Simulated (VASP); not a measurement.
P: single point with PBE

P:

```
CELL_PARAMETERS angstrom
-1.12418 1.12418 1.12418
1.12418 -1.12418 1.12418
1.12418 1.12418 -1.12418
ATOMIC_POSITIONS crystal
P 0.00000 0.00000 0.00000
```

This cell differs from its parent crystal: volume scaled by 0.4.

```yaml
Program: VASP 6.6.1
Task: single point
Functional: PBE
Potentials_or_basis: VASP PAW PBE potentials, release 64 (P)
Cutoff: 520 eV
k_mesh: 17 × 17 × 17
Occupations: fermi-dirac, width 0.1 eV
Spin: no spin polarisation
```

The pressure is 571.7 GPa.

Levels at points of the mesh, in eV from the Fermi level:
| k point | band 1 | band 2 | band 3 | band 4 | band 5 | band 6 | band 7 |
| --- | --- | --- | --- | --- | --- | --- | --- |
| (0.00, 0.00, 0.00) | -29.70 | 15.45 | 15.45 | 15.45 | 22.49 | 22.49 | 23.02 |

Wall time 4 s on 1 thread of AMD EPYC 7R13 Processor (Zen 3), on a shared host, peak memory 0.08 GiB.
